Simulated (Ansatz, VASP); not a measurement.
**One calculation of InSe, two programs**

```
CELL_PARAMETERS angstrom
2.01056 1.16080 8.41067
-2.01056 1.16080 8.41067
0.00000 -2.32159 8.41067
ATOMIC_POSITIONS crystal
In 0.00048 0.00048 0.00048
In 0.11087 0.11087 0.11087
Se 0.61696 0.61696 0.61696
Se 0.82769 0.82769 0.82769
```

Alike in both runs: task single point; functional LDA; k mesh 8 × 8 × 8; no spin polarisation.

```csv
,VASP,Ansatz
version,VASP 6.6.1,Ansatz 0.2.0
potentials or method,"VASP PAW LDA potentials, release 64 (In_d, Se)","plane waves, PAW"
plane-wave cutoff (eV),520,420
occupations,"gaussian, width 0.01 eV",fixed
valence electrons in the cell,38,58
```

|  | VASP | Ansatz | Ansatz less VASP |
| --- | --- | --- | --- |
| gap on the k mesh at the Fermi level (eV) | 0.19 | 0.17 | -0.011 |
| pressure (GPa) | -1.7 | -1.8 | -0.11 |
| traceless stress, the component that is largest in VASP (GPa) | -0.11 | -0.12 | -0.011 |
| rms of the force components (eV/Å) | 0.040 | 0.049 | +0.0092 |

LDA's correlation is that of Perdew and Zunger in VASP and of Perdew and Wang (1992) in Ansatz. Atom by atom the forces differ by 0.012 eV/Å (rms over components). VASP's potentials hold 38 valence electrons a cell and Ansatz's 58, so a difference there can come from the potentials and not from the codes.
